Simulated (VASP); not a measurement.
# SrW2 (Fd-3m) in VASP: single point with PBE

Aim: the single point of SrW2 with PBE.

Program: VASP 6.6.1. These are calculated values, not measurements. Logs are shortened: lines on timing, memory, paths and dates and some standing lists are left out, and cuts for length are marked.

### Step 1. The cell of the first run

Symmetry: Fd-3m, No. 227, cubic system. The conventional cell has a = 8.029 Å, b = 8.029 Å, c = 8.029 Å, α = 90.00°, β = 90.00°, γ = 90.00°. Sr (site symmetry -43m) has 12 W at 3.33 Å and 4 Sr at 3.48 Å within 4.4 Å. Within 3.7 Å of W (site symmetry -3m) lie 6 W at 2.84 Å and 6 Sr at 3.33 Å.

### Step 2. Single point, PBE

Contents of INCAR:

```
PREC = Accurate
ENCUT = 520
EDIFF = 1E-6
ISMEAR = 0
SIGMA = 0.1
LREAL = F
LASPH = T
NELM = 60
ALGO = Fast
ISIF = 2
LWAVE = F
LCHARG = F
GGA = PE
NBANDS = 47
```

Contents of KPOINTS:

```
regular mesh
0
Gamma
  8 8 8
```

Contents of POSCAR:

```
SrW2
1.0
    0.0000000000      4.0147396383      4.0147396383
    4.0147396383      0.0000000000      4.0147396383
    4.0147396383      4.0147396383      0.0000000000
Sr W
2 4
Direct
    0.0000000000      0.0000000000      0.0000000000
    0.2500000000      0.2500000000      0.2500000000
    0.6250000000      0.6250000000      0.6250000000
    0.1250000000      0.6250000000      0.6250000000
    0.6250000000      0.6250000000      0.1250000000
    0.6250000000      0.1250000000      0.6250000000
```

Potentials or basis: VASP PAW PBE potentials, release 64 (Sr_sv, W_sv).

Command:

```bash
cat potpaw_PBE.64/Sr_sv/POTCAR potpaw_PBE.64/W_sv/POTCAR > POTCAR
mpirun -np 1 vasp_std > vasp.out
```

OUTCAR:

```text
PREC = Accurate
   ENCUT = 520
   EDIFF = 1E-6
   ISMEAR = 0
   LREAL = F
   LASPH = T
   NELM = 60
   ISIF = 2
   GGA = PE

 ion  position               nearest neighbor table
   1  0.000  0.000  0.000-   3 3.33   5 3.33   6 3.33   3 3.33   4 3.33   5 3.33   3 3.33   4 3.33
                             6 3.33   4 3.33   5 3.33   6 3.33   2 3.48   2 3.48   2 3.48   2 3.48
   2  0.250  0.250  0.250-   4 3.33   5 3.33   6 3.33   3 3.33   4 3.33   6 3.33   3 3.33   4 3.33
                             5 3.33   3 3.33   5 3.33   6 3.33   1 3.48   1 3.48   1 3.48   1 3.48
   3  0.625  0.625  0.625-   4 2.84   5 2.84   6 2.84   5 2.84   6 2.84   4 2.84   1 3.33   2 3.33
                             1 3.33   2 3.33   1 3.33   2 3.33
   4  0.125  0.625  0.625-   3 2.84   5 2.84   6 2.84   3 2.84   5 2.84   6 2.84   2 3.33   1 3.33
                             1 3.33   2 3.33   2 3.33   1 3.33
   5  0.625  0.625  0.125-   3 2.84   3 2.84   4 2.84   6 2.84   6 2.84   4 2.84   1 3.33   2 3.33
                             1 3.33   2 3.33   1 3.33   2 3.33
   6  0.625  0.125  0.625-   3 2.84   5 2.84   3 2.84   4 2.84   5 2.84   4 2.84   2 3.33   1 3.33
                             2 3.33   2 3.33   1 3.33   1 3.33

  LATTYP: Found a face centered cubic cell.
 ALAT       =     8.0294792766

  Lattice vectors:

 A1 = (   0.0000000000,   4.0147396383,   4.0147396383)
 A2 = (   4.0147396383,   0.0000000000,   4.0147396383)
 A3 = (   4.0147396383,   4.0147396383,   0.0000000000)

Analysis of symmetry for initial positions (statically):
=====================================================================
 Subroutine PRICEL returns:
 Original cell was already a primitive cell.

 Routine SETGRP: Setting up the symmetry group for a
 face centered cubic supercell.

 Subroutine GETGRP returns: Found 48 space group operations
 (whereof 24 operations were pure point group operations)
 out of a pool of 48 trial point group operations.

The static configuration has the point symmetry T_d .
 The point group associated with its full space group is O_h .

Analysis of symmetry for dynamics (positions and initial velocities):
=====================================================================
 Subroutine PRICEL returns:
 Original cell was already a primitive cell.

 Routine SETGRP: Setting up the symmetry group for a
 face centered cubic supercell.

 Subroutine GETGRP returns: Found 48 space group operations
 (whereof 24 operations were pure point group operations)
 out of a pool of 48 trial point group operations.

The dynamic configuration has the point symmetry T_d .
 The point group associated with its full space group is O_h .

 Subroutine INISYM returns: Found 48 space group operations
 (whereof 24 operations are pure point group operations),
 and found     1 'primitive' translations

----------------------------------------------------------------------------------------

                                     Primitive cell

  volume of cell :     129.4202

  direct lattice vectors                    reciprocal lattice vectors
     0.000000000  4.014739638  4.014739638    -0.124541077  0.124541077  0.124541077
     4.014739638  0.000000000  4.014739638     0.124541077 -0.124541077  0.124541077
     4.014739638  4.014739638  0.000000000     0.124541077  0.124541077 -0.124541077

  length of vectors
     5.677699246  5.677699246  5.677699246     0.215711474  0.215711474  0.215711474

  position of ions in fractional coordinates (direct lattice)
     0.000000000  0.000000000  0.000000000
     0.250000000  0.250000000  0.250000000
     0.625000000  0.625000000  0.625000000
     0.125000000  0.625000000  0.625000000
     0.625000000  0.625000000  0.125000000
     0.625000000  0.125000000  0.625000000

  ion indices of the primitive-cell ions
   primitive index   ion index
                 1           1
                 2           2
                 3           3
                 4           4
                 5           5
                 6           6

----------------------------------------------------------------------------------------

 KPOINTS: regular mesh

Automatic generation of k-mesh.
 Grid dimensions read from file:
 generate k-points for:    8    8    8

 Generating k-lattice:

  Cartesian coordinates                     Fractional coordinates (reciprocal lattice)
    -0.015567635  0.015567635  0.015567635     0.125000000  0.000000000  0.000000000
     0.015567635 -0.015567635  0.015567635     0.000000000  0.125000000  0.000000000
     0.015567635  0.015567635 -0.015567635     0.000000000  0.000000000  0.125000000

  Length of vectors
     0.026963934  0.026963934  0.026963934

  Shift w.r.t. Gamma in fractional coordinates (k-lattice)
     0.000000000  0.000000000  0.000000000

 Subroutine IBZKPT returns following result:
 ===========================================

 Found     29 irreducible k-points:

 Following reciprocal coordinates:
            Coordinates               Weight
  0.000000  0.000000  0.000000      1.000000
  0.125000  0.000000  0.000000      8.000000
  0.250000  0.000000  0.000000      8.000000
  0.375000  0.000000  0.000000      8.000000
  0.500000  0.000000  0.000000      4.000000
  0.125000  0.125000  0.000000      6.000000
[... 16 lines left out ...]
  0.500000  0.250000  0.125000     48.000000
 -0.375000  0.250000  0.125000     24.000000
 [... further k-points ...]
   k-points           NKPTS =     29   k-points in BZ     NKDIM =     29   number of bands    NBANDS=     47
   number of dos      NEDOS =    301   number of ions     NIONS =      6
   total plane-waves  NPLWV =  74088
   dimension x,y,z NGX =    42 NGY =   42 NGZ =   42
   dimension x,y,z NGXF=    84 NGYF=   84 NGZF=   84
   ions per type =               2   4
   NGX,Y,Z   is equivalent  to a cutoff of  12.30, 12.30, 12.30 a.u.
   NGXF,Y,Z  is equivalent  to a cutoff of  24.60, 24.60, 24.60 a.u.
 SYSTEM =  unknown system
   PREC   = accura    normal or accurate (medium, high low for compatibility)
   ISTART =      0    job   : 0-new  1-cont  2-samecut
   ICHARG =      2    charge: 1-file 2-atom 10-const
   ISPIN  =      1    spin polarized calculation?
   LNONCOLLINEAR =      F non collinear calculations
   LSORBIT =      F    spin-orbit coupling
   LASPH  =      T    aspherical Exc in radial PAW
   ENCUT  =  520.0 eV  38.22 Ry    6.18 a.u.  10.56 10.56 10.56*2*pi/ulx,y,z
   NELM   =     60;   NELMIN=  2; NELMDL= -5     # of ELM steps
   EDIFF  = 0.1E-05   stopping-criterion for ELM
   LREAL  =      F    real-space projection
   EDIFFG = 0.1E-04   stopping-criterion for IOM
   NSW    =      0    number of steps for IOM
   IBRION =     -1    ionic relax: 0-MD 1-quasi-New 2-CG
   NFREE  =      0    steps in history (QN), initial steepest desc. (CG)
   ISIF   =      2    stress and relaxation
   ISYM   =      2    0-nonsym 1-usesym 2-fastsym
   POTIM  = 0.5000    time-step for ionic-motion
   TEBEG  =    0.0;   TEEND  =   0.0 temperature during run
   PSTRESS=    0.0 pullay stress
   NELECT =      76.0000    total number of electrons
   NUPDOWN=      -1.0000    fix difference up-down
   EMIN   =  10.00;   EMAX   =-10.00  energy-range for DOS
   EFERMI =   0.00;   METHOD = LEGACY
   ISMEAR =     0;   SIGMA  =   0.10  broadening in eV -4-tet -1-fermi 0-gaus
   EFERMI_NEDOS =   21; number of points for ismear=-14 and -15
   IALGO  =     68    algorithm
   IMIX   =      4    mixing-type and parameters
     AMIX     =   0.40;   BMIX     =  1.00
     AMIX_MAG =   1.60;   BMIX_MAG =  1.00
  volume/ion in A,a.u.               =      21.57       145.56
  Fermi-wavevector in a.u.,A,eV,Ry     =   1.370920  2.590662 25.571068  1.879420
  Thomas-Fermi vector in A             =   2.496663
   LORBIT       =      0    0 simple, 1 ext, 2 COOP (PROOUT), +10 PAW based schemes
   GGA     = PE    functional components
   LHFCALC =     F    Hartree Fock is set to
   AEXX    =    0.0000 exact exchange contribution
   IVDW    =     0    specifies the selected vdW correction
   LEPSILON=     F    determine dielectric tensor
   LRPA    =     F    only Hartree local field effects (RPA)
 non-spin polarized calculation
 RMM-DIIS sequential band-by-band and
 Gauss-broadening in eV      SIGMA  =   0.10
  energy-cutoff  :      520.00
  volume of cell :      129.42
 maximum number of plane-waves:      3511
   NGX = 21   NGY = 21   NGZ = 21

 number of electron      75.9999990 magnetization

 Free energy of the ion-electron system (eV)
  ---------------------------------------------------
  ext. energy  EPLUGINS =         0.00000000
  ---------------------------------------------------
  free energy    TOTEN  =       -49.59719725 eV

  energy without entropy =      -49.56250913  energy(sigma->0) =      -49.57985319

 E-fermi :   6.4445     XC(G=0): -11.4727

 val. band max:        6.4315390928   @ k =  -0.2500   0.1250   0.0000
 cond. band min:       6.4803306629   @ k =   0.5000   0.2500   0.1250
 fundamental gap:      0.0487915701
 Fermi energy:         6.4444817354

 k-point     1 :       0.0000    0.0000    0.0000
  band No.  band energies     occupation
      1     -67.0496      2.00000
      2     -66.9755      2.00000
      3     -66.9755      2.00000
      4     -66.9755      2.00000
      5     -31.7800      2.00000
      6     -31.4487      2.00000
[... 39 lines left out ...]
     46       8.5693      0.00000
     47       8.6235      0.00000

 k-point     2 :       0.1250    0.0000    0.0000
  band No.  band energies     occupation
      1     -67.0476      2.00000
      2     -66.9776      2.00000
      3     -66.9755      2.00000
      4     -66.9755      2.00000
      5     -31.7571      2.00000
      6     -31.4420      2.00000
[... 39 lines left out ...]
     46       8.6901      0.00000
     47       8.7074      0.00000

 k-point     3 :       0.2500    0.0000    0.0000
  band No.  band energies     occupation
      1     -67.0419      2.00000
      2     -66.9833      2.00000
      3     -66.9755      2.00000
      4     -66.9755      2.00000
      5     -31.7002      2.00000
      6     -31.4174      2.00000
[... 1039 lines left out ...]
     46       9.5778      0.00000
     47       9.7175      0.00000

 k-point    24 :      -0.3750    0.2500    0.1250
  band No.  band energies     occupation
      1     -67.0258      2.00000
      2     -66.9996      2.00000
      3     -66.9755      2.00000
      4     -66.9755      2.00000
      5     -31.5613      2.00000
      6     -31.3931      2.00000
[... 39 lines left out ...]
     46       9.5639      0.00000
     47       9.6772      0.00000

 [... further k-points ...]

------------------------ aborting loop because EDIFF is reached ----------------------------------------

  FORCE on cell =-STRESS in cart. coord.  units (eV):
  Direction    XX          YY          ZZ          XY          YZ          ZX
  --------------------------------------------------------------------------------------
  -------------------------------------------------------------------------------------
  Total        0.2159961      0.2159961      0.2159961      0.0000000      0.0000000      0.0000000
  in kB        2.6739568      2.6739568      2.6739568      0.0000000      0.0000000      0.0000000
  external PRESSURE =       2.6739568 kB  Pullay stress =       0.0000000 kB

 VOLUME and BASIS-vectors are now :
 -----------------------------------------------------------------------------
  energy-cutoff  :      520.00
  volume of cell :      129.42
      direct lattice vectors                 reciprocal lattice vectors
     0.000000000  4.014739638  4.014739638    -0.124541077  0.124541077  0.124541077
     4.014739638  0.000000000  4.014739638     0.124541077 -0.124541077  0.124541077
     4.014739638  4.014739638  0.000000000     0.124541077  0.124541077 -0.124541077

 POSITION                                       TOTAL-FORCE (eV/Angst)
 -----------------------------------------------------------------------------------
      0.00000      0.00000      0.00000        -0.000000     -0.000000     -0.000000
      2.00737      2.00737      2.00737         0.000000      0.000000      0.000000
      5.01842      5.01842      5.01842        -0.000000     -0.000000      0.000000
      5.01842      3.01105      3.01105        -0.000000     -0.000000      0.000000
      3.01105      3.01105      5.01842        -0.000000     -0.000000      0.000000
      3.01105      5.01842      3.01105        -0.000000     -0.000000      0.000000
 -----------------------------------------------------------------------------------
    total drift:                                0.000000      0.000000      0.000000

  FREE ENERGIE OF THE ION-ELECTRON SYSTEM (eV)
  ---------------------------------------------------
  free  energy   TOTEN  =       -49.5971972483 eV

  energy  without entropy=      -49.5625091350  energy(sigma->0) =      -49.57985319
```

It took 15 min on 1 thread of Intel Xeon 8259CL, shared host; peak memory 0.34 GiB.

Results:

* Free energy: -49.5972 eV
* Pressure: 0.3 GPa
* Band gap on the k mesh: zero (bands 38 and 39 overlap by 1.69 eV)

Levels at points of the mesh, in eV from the Fermi level:
```
           k point  band 34  band 35  band 36  band 37  band 38  band 39  band 40  band 41  band 42  band 43
(0.00, 0.00, 0.00)    -1.72     0.96     0.96     1.37     1.37     1.37     1.81     1.81     1.81     2.09
(0.50, 0.00, 0.00)    -0.83    -0.83    -0.81    -0.58    -0.58    -0.14    -0.14     1.90     2.02     2.02
(0.50, 0.50, 0.00)    -1.32    -0.98    -0.98    -0.53    -0.53    -0.15    -0.15    -0.15    -0.15     2.32
```

Caveat: spin-orbit coupling is left out, which moves the levels of the heavy elements.
